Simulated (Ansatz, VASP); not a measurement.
## Two plane-wave programs on WSe2

File INCAR:

```
PREC     = Accurate       # precision mode
ENCUT    = 520            # plane-wave cutoff, eV
EDIFF    = 1E-7           # SCF threshold, eV
ISMEAR   = -1             # smearing method
SIGMA    = 0.02           # smearing width, eV
LREAL    = False          # projectors in reciprocal space
LASPH    = True           # aspherical terms in the spheres
NELM     = 80             # most SCF steps
ALGO     = Normal         # electronic algorithm
ISIF     = 2              # what is computed and relaxed
LWAVE    = False          # write WAVECAR
LCHARG   = False          # write CHGCAR
GGA      = PE             # functional
NBANDS   = 20             # bands
```

Contents of KPOINTS:

```
regular mesh
0
Gamma
  12 12 4
```

File POSCAR:

```
WSe2
1.0
    3.1616982637      0.0000000000      0.0000000000
   -1.5808491319      2.7381110155      0.0000000000
    0.0000000000      0.0000000000      6.8890030931
W Se
1 2
Direct
    0.0000000000      0.0000000000      0.0000000000
    0.3333333333      0.6666666667      0.2479687316
    0.3333333333      0.6666666667      0.7520312684
```

Input for Ansatz:

```yaml
crystal:
  lattice:
    - [3.1616982637, 0.0, 0.0]
    - [-1.5808491319, 2.7381110155, 0.0]
    - [0.0, 0.0, 6.8890030931]
  atoms:
    - { symbol: W, position: [0.0, 0.0, 0.0] }
    - { symbol: Se, position: [0.3333333333, 0.6666666667, 0.2479687316] }
    - { symbol: Se, position: [0.3333333333, 0.6666666667, 0.7520312684] }
kpoints:
  mp_grid: { grid: [12, 12, 4] }
  band_path:
    path:
      - [0.0, 0.0, 0.0]
      - [0.5, 0.0, 0.0]
      - [0.3333333333, 0.3333333333, 0.0]
      - [0.0, 0.0, 0.5]
      - [0.5, 0.0, 0.5]
      - [0.3333333333, 0.3333333333, 0.5]
      - [0.179687, 0.179688, 0.0]
    npoints: 1
hamiltonian:
  xc: pbe
scf:
  occupations: { method: fermi_dirac, width: 0.02 }
  n_extra_bands: 4
output:
  forces: true
  stress: true
  eigenvalues: true
```

Change from the starting cell: hydrostatic strain -4.1%.

Alike in both runs: task single point; functional PBE; k mesh 12 × 12 × 4; occupations fermi-dirac, width 0.02 eV; no spin polarisation.

|  | VASP | Ansatz |
| --- | --- | --- |
| version | VASP 6.6.1 | Ansatz 0.2.0 |
| potentials or method | VASP PAW PBE potentials, release 64 (W_sv, Se) | plane waves, PAW |
| plane-wave cutoff (eV) | 520 | 420 |
| valence electrons in the cell | 26 | 46 |

|  | VASP | Ansatz | Ansatz less VASP |
| --- | --- | --- | --- |
| gap on the k mesh at the Fermi level (eV) | 1.04 | 1.04 | -0.001 |
| pressure (GPa) | 13.0 | 12.6 | -0.41 |
| traceless stress, the component that is largest in VASP (GPa) | -3.65 | -3.76 | -0.113 |
| rms of the force components (eV/Å) | 0.187 | 0.159 | -0.0271 |

Atom by atom the forces differ by 0.027 eV/Å (rms over components). The functional is the same, so the differences come from potentials, cutoffs and numerics. VASP's potentials hold 26 valence electrons a cell and Ansatz's 46, so a difference there can come from the potentials and not from the codes.

Neither program's run includes spin-orbit coupling.
